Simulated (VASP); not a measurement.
# W (Im-3m) in VASP: further runs

W is run at these levels: PBE; tasks: single point, relaxation of cell and atoms.

Program: VASP 6.6.1. These are calculated values, not measurements. Logs are shortened: lines on timing, memory, paths and dates and some standing lists are left out, and cuts for length are marked.

## Step 1: The cell of the first run

The structure is cubic, space group Im-3m (No. 229). The conventional cell has a = 3.177 Å, b = 3.177 Å, c = 3.177 Å, α = 90.00°, β = 90.00°, γ = 90.00°. W (site symmetry m-3m) has 14 W at 2.75 to 3.18 Å within 3.6 Å.

## Step 2: Single point, PBE

INCAR

```
SYSTEM = W
  PREC = Accurate
  ENCUT = 520
  EDIFF = 1E-6
  ISMEAR = 0
  SIGMA = 0.1
  LREAL = .FALSE.
  LASPH = .TRUE.
  NELM = 60
  ALGO = Normal
  ISIF = 2
  LWAVE = .FALSE.
  LCHARG = .TRUE.
  GGA = PE
  LELF = .TRUE.
  LVHAR = .TRUE.
  NBANDS = 13
```

KPOINTS

```
Automatic mesh
0
G
  6 6 6
  0 0 0
```

POSCAR

```
W
1.0
   -1.5886147200      1.5886147200      1.5886147200
    1.5886147200     -1.5886147200      1.5886147200
    1.5886147200      1.5886147200     -1.5886147200
W
1
Direct
    0.0000000000      0.0000000000      0.0000000000
```

Potentials or basis: VASP PAW PBE potentials, release 64 (W_sv).

Command:

```bash
> cat potpaw_PBE.64/W_sv/POTCAR > POTCAR
> mpirun -np 1 vasp_std > vasp.out
```

OUTCAR:

```text
SYSTEM = W
   PREC = Accurate
   ENCUT = 520
   EDIFF = 1E-6
   ISMEAR = 0
   LREAL = .FALSE.
   LASPH = .TRUE.
   NELM = 60
   ISIF = 2
   GGA = PE

 ion  position               nearest neighbor table
   1  0.000  0.000  0.000-

  LATTYP: Found a body centered cubic cell.
 ALAT       =     3.1772294400

  Lattice vectors:

 A1 = (  -1.5886147200,   1.5886147200,   1.5886147200)
 A2 = (   1.5886147200,  -1.5886147200,   1.5886147200)
 A3 = (   1.5886147200,   1.5886147200,  -1.5886147200)

Analysis of symmetry for initial positions (statically):
=====================================================================
 Subroutine PRICEL returns:
 Original cell was already a primitive cell.

 Routine SETGRP: Setting up the symmetry group for a
 body centered cubic supercell.

 Subroutine GETGRP returns: Found 48 space group operations
 (whereof 48 operations were pure point group operations)
 out of a pool of 48 trial point group operations.

The static configuration has the point symmetry O_h .

Analysis of symmetry for dynamics (positions and initial velocities):
=====================================================================
 Subroutine PRICEL returns:
 Original cell was already a primitive cell.

 Routine SETGRP: Setting up the symmetry group for a
 body centered cubic supercell.

 Subroutine GETGRP returns: Found 48 space group operations
 (whereof 48 operations were pure point group operations)
 out of a pool of 48 trial point group operations.

The dynamic configuration has the point symmetry O_h .

 Subroutine INISYM returns: Found 48 space group operations
 (whereof 48 operations are pure point group operations),
 and found     1 'primitive' translations

----------------------------------------------------------------------------------------

                                     Primitive cell

  volume of cell :      16.0367

  direct lattice vectors                    reciprocal lattice vectors
    -1.588614720  1.588614720  1.588614720     0.000000000  0.314739624  0.314739624
     1.588614720 -1.588614720  1.588614720     0.314739624  0.000000000  0.314739624
     1.588614720  1.588614720 -1.588614720     0.314739624  0.314739624  0.000000000

  length of vectors
     2.751561409  2.751561409  2.751561409     0.445109045  0.445109045  0.445109045

  position of ions in fractional coordinates (direct lattice)
     0.000000000  0.000000000  0.000000000

  ion indices of the primitive-cell ions
[... 71 lines left out ...]
   ISIF   =      2    stress and relaxation
   ISYM   =      2    0-nonsym 1-usesym 2-fastsym
   POTIM  = 0.5000    time-step for ionic-motion
   TEBEG  =    0.0;   TEEND  =   0.0 temperature during run
   PSTRESS=    0.0 pullay stress
   NELECT =      14.0000    total number of electrons
   NUPDOWN=      -1.0000    fix difference up-down
   EMIN   =  10.00;   EMAX   =-10.00  energy-range for DOS
   EFERMI =   0.00;   METHOD = LEGACY
   ISMEAR =     0;   SIGMA  =   0.10  broadening in eV -4-tet -1-fermi 0-gaus
   EFERMI_NEDOS =   21; number of points for ismear=-14 and -15
   IALGO  =     38    algorithm
   IMIX   =      4    mixing-type and parameters
     AMIX     =   0.40;   BMIX     =  1.00
     AMIX_MAG =   1.60;   BMIX_MAG =  1.00
  volume/ion in A,a.u.               =      16.04       108.22
  Fermi-wavevector in a.u.,A,eV,Ry     =   1.564632  2.956726 33.308068  2.448074
  Thomas-Fermi vector in A             =   2.667227
   LORBIT       =      0    0 simple, 1 ext, 2 COOP (PROOUT), +10 PAW based schemes
   GGA     = PE    functional components
   LHFCALC =     F    Hartree Fock is set to
   AEXX    =    0.0000 exact exchange contribution
   IVDW    =     0    specifies the selected vdW correction
   LEPSILON=     F    determine dielectric tensor
   LRPA    =     F    only Hartree local field effects (RPA)
 non-spin polarized calculation
 Gauss-broadening in eV      SIGMA  =   0.10
  energy-cutoff  :      520.00
  volume of cell :       16.04
 maximum number of plane-waves:       444
   NGX = 11   NGY = 11   NGZ = 11

 number of electron      14.0000002 magnetization

 Free energy of the ion-electron system (eV)
  ---------------------------------------------------
  ext. energy  EPLUGINS =         0.00000000
  ---------------------------------------------------
  free energy    TOTEN  =       -13.00054540 eV

  energy without entropy =      -12.99941758  energy(sigma->0) =      -12.99998149

 E-fermi :  11.4797     XC(G=0): -13.5672

 val. band max:       11.3446233588   @ k =   0.1667   0.0000   0.0000
 cond. band min:      11.6256580265   @ k =   0.5000   0.5000   0.1667
 fundamental gap:      0.2810346677
 Fermi energy:        11.4797100497

 k-point     1 :       0.0000    0.0000    0.0000
  band No.  band energies     occupation
      1     -62.8676      2.00000
      2     -26.4516      2.00000
      3     -26.4516      2.00000
      4     -26.4516      2.00000
      5       1.7012      2.00000
      6      10.0917      2.00000
      7      10.0917      2.00000
      8      10.0917      2.00000
      9      13.5327      0.00000
     10      13.5327      0.00000
     11      25.7628      0.00000
     12      25.7628      0.00000
     13      25.7628      0.00000
[... 226 lines left out ...]
  band No.  band energies     occupation
      1     -62.6446      2.00000
      2     -27.3230      2.00000
      3     -27.3230      2.00000
      4     -27.3230      2.00000
      5       5.5418      2.00000
      6       5.5418      2.00000
      7      16.3942      0.00000
      8      16.3942      0.00000
      9      16.3942      0.00000
     10      19.4337      0.00000
     11      19.4337      0.00000
     12      19.4337      0.00000
     13      27.2450      0.00000

------------------------ aborting loop because EDIFF is reached ----------------------------------------

  FORCE on cell =-STRESS in cart. coord.  units (eV):
  Direction    XX          YY          ZZ          XY          YZ          ZX
  --------------------------------------------------------------------------------------
  -------------------------------------------------------------------------------------
  Total        0.0535255      0.0535255      0.0535255     -0.0000000     -0.0000000     -0.0000000
  in kB        5.3475576      5.3475576      5.3475576     -0.0000000     -0.0000000     -0.0000000
  external PRESSURE =       5.3475576 kB  Pullay stress =       0.0000000 kB

 VOLUME and BASIS-vectors are now :
 -----------------------------------------------------------------------------
  energy-cutoff  :      520.00
  volume of cell :       16.04
      direct lattice vectors                 reciprocal lattice vectors
    -1.588614720  1.588614720  1.588614720     0.000000000  0.314739624  0.314739624
     1.588614720 -1.588614720  1.588614720     0.314739624  0.000000000  0.314739624
     1.588614720  1.588614720 -1.588614720     0.314739624  0.314739624  0.000000000

 POSITION                                       TOTAL-FORCE (eV/Angst)
 -----------------------------------------------------------------------------------
      0.00000      0.00000      0.00000         0.000000      0.000000      0.000000
 -----------------------------------------------------------------------------------
    total drift:                               -0.000000     -0.000000     -0.000000

  FREE ENERGIE OF THE ION-ELECTRON SYSTEM (eV)
  ---------------------------------------------------
  free  energy   TOTEN  =       -13.0005454027 eV

  energy  without entropy=      -12.9994175769  energy(sigma->0) =      -12.99998149
```

OSZICAR:

```text
N       E                     dE             d eps       ncg     rms          rms(c)
DAV:   1     0.862358590356E+02    0.86236E+02   -0.75703E+03   416   0.124E+03
DAV:   2    -0.119240719978E+02   -0.98160E+02   -0.93884E+02   471   0.317E+02
DAV:   3    -0.135928497607E+02   -0.16688E+01   -0.16621E+01   461   0.402E+01
DAV:   4    -0.135994040504E+02   -0.65543E-02   -0.65539E-02   456   0.281E+00
DAV:   5    -0.135994565498E+02   -0.52499E-04   -0.52498E-04   456   0.239E-01    0.205E+01
DAV:   6    -0.131158001384E+02    0.48366E+00   -0.41254E-01   431   0.861E+00    0.815E+00
DAV:   7    -0.130045987035E+02    0.11120E+00   -0.18075E-01   451   0.538E+00    0.538E-01
DAV:   8    -0.130005350277E+02    0.40637E-02   -0.31944E-03   431   0.679E-01    0.335E-01
DAV:   9    -0.130005525339E+02   -0.17506E-04   -0.19989E-04   451   0.190E-01    0.550E-02
DAV:  10    -0.130005446756E+02    0.78583E-05   -0.10728E-05   441   0.481E-02    0.172E-02
DAV:  11    -0.130005454027E+02   -0.72710E-06   -0.16155E-07   248   0.469E-03
   1 F= -.13000545E+02 E0= -.12999981E+02  d E =-.112783E-02
```

stdout:

```text
POSCAR found type information on POSCAR W
 POSCAR found :  1 types and       1 ions
 scaLAPACK will be used
 LDA part: xc-table for (Slater+PW92), standard interpolation
 POSCAR, INCAR and KPOINTS ok, starting setup
 FFT: planning ... GRIDC
 FFT: planning ... GRID_SOFT
 FFT: planning ... GRID
 WAVECAR not read
 entering main loop
```

Run time: 5.2 s. Hardware: 1 thread of AMD EPYC 7R43 (Zen 3), shared host; peak memory 0.08 GiB.

What came out:

```yaml
Free_energy: -13.0005 eV
Pressure: 0.5 GPa
Band_gap_on_the_k_mesh: zero (band 7 reaches 16.39 eV, above the bottom of band 8 at 10.09 eV)
```

Caveat: the k points lie up to 0.47 Å⁻¹ apart; spin-orbit coupling is left out, which moves the levels of the heavy elements.

## Step 3: Relaxation of cell and atoms, PBE

This run uses another cell than the first one, of 15.93 Å³/atom, 0.993 times its volume.

INCAR

```
ALGO     = Fast           # electronic algorithm
EDIFF    = 1E-7           # SCF threshold, eV
EDIFFG   = -0.005         # ionic threshold
ENCUT    = 600            # plane-wave cutoff, eV
GGA      = PE             # functional
IBRION   = 2              # ionic algorithm
ISIF     = 3              # what is computed and relaxed
ISMEAR   = 0              # smearing method
LASPH    = T              # aspherical terms in the spheres
LCHARG   = F              # write CHGCAR
LREAL    = F              # projectors in reciprocal space
LWAVE    = F              # write WAVECAR
NELM     = 60             # most SCF steps
NSW      = 80             # ionic steps
PREC     = Accurate       # precision mode
SIGMA    = 0.1            # smearing width, eV
```

KPOINTS

```
k-points
0
Gamma
  6 6 6
```

POSCAR

```
W
1.0
   -1.5850000000      1.5850000000      1.5850000000
    1.5850000000     -1.5850000000      1.5850000000
    1.5850000000      1.5850000000     -1.5850000000
W
1
Direct
    0.0000000000      0.0000000000      0.0000000000
```

Potentials or basis: VASP PAW PBE potentials, release 64 (W_sv).

Command:

```bash
> cat potpaw_PBE.64/W_sv/POTCAR > POTCAR
> mpirun -np 1 vasp_std > vasp.out
```

It took 36 s on 1 thread of AMD EPYC 7R43 (Zen 3), shared host; peak memory 0.11 GiB.

Results (log left out):

```
Free energy                            : -13.0008 eV
Relaxed volume                         : 16.07 Å³/atom
Relaxed cell                           : a = 2.753 Å, b = 2.753 Å, c = 2.753 Å, α = 109.47°, β = 109.47°, γ = 109.47°
Space group after relaxing (to 0.05 Å) : Im-3m (No. 229)
Energy gained by relaxing              : 1.2 meV/atom
Ionic steps                            : 7
Pressure after relaxing                : 0.0 GPa
Band gap on the k mesh                 : zero (band 7 reaches 16.35 eV, above the bottom of band 8 at 10.07 eV)
```

The path:
| step | energy change (eV) | largest force (eV/Å) | pressure (GPa) | volume (Å³) |
| --- | --- | --- | --- | --- |
| 1 | 0.0000 | 0.0000 | 2.76 | 15.93 |
| 2 | 0.0131 | 0.0000 | -8.84 | 16.57 |
| 3 | -0.0012 | 0.0000 | 0.16 | 16.07 |
| 4 | -0.0012 | 0.0000 | -0.20 | 16.08 |
| 5 | -0.0012 | 0.0000 | -0.09 | 16.07 |
| 6 | -0.0012 | 0.0000 | 0.24 | 16.05 |
| 7 | -0.0012 | 0.0000 | 0.00 | 16.07 |

Final structure:
```xyz
1
Lattice="-1.5896 1.5896 1.5896 1.5896 -1.5896 1.5896 1.5896 1.5896 -1.5896" Properties=species:S:1:pos:R:3 pbc="T T T"
W     0.0000    0.0000    0.0000
```

Levels at points of the mesh, in eV from the Fermi level:
```tsv
k point	band 5	band 6	band 7	band 8	band 9	band 10
(0.00, 0.00, 0.00)	-9.77	-1.38	-1.38	-1.38	2.05	2.05
(0.50, 0.00, 0.00)	-6.38	-3.69	0.43	1.94	2.90	5.87
(0.50, 0.50, 0.50)	-5.92	-5.92	4.90	4.90	4.90	7.94
```

Caveat: the k points lie up to 0.47 Å⁻¹ apart in the final cell; spin-orbit coupling is left out, which moves the levels of the heavy elements.
